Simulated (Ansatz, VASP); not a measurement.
# One calculation of YHg2, two programs

```xyz
3
Lattice="4.8026 0.0000 0.0000 -2.4013 4.1592 0.0000 0.0000 0.0000 3.5594" Properties=species:S:1:pos:R:3 pbc="T T T"
Y     0.0000    0.0000    0.0000
Hg    0.0000    2.7728    1.7797
Hg    2.4013    1.3864    1.7797
```

Change from the starting cell: volume scaled by 1.02.

Alike in both runs: task single point; functional PBEsol; k mesh 10 × 10 × 12; occupations fermi-dirac, width 0.03 eV; no spin polarisation.

|  | VASP | Ansatz |
| --- | --- | --- |
| version | VASP 6.6.1 | Ansatz 0.2.0 |
| potentials or method | VASP PAW PBE potentials, release 64 (Y_sv, Hg), cutoff 520 eV | all-electron LAPW, scalar-relativistic |

|  | VASP | Ansatz | Ansatz less VASP |
| --- | --- | --- | --- |
| pressure (GPa) | -0.8 | -1.2 | -0.34 |
| traceless stress, the component that is largest in VASP (GPa) | -1.88 | -1.61 | +0.267 |

VASP's potentials were made for PBE, not for PBEsol. Ansatz ran all-electron here, and VASP with PAW potentials.

Spin-orbit coupling is off throughout.
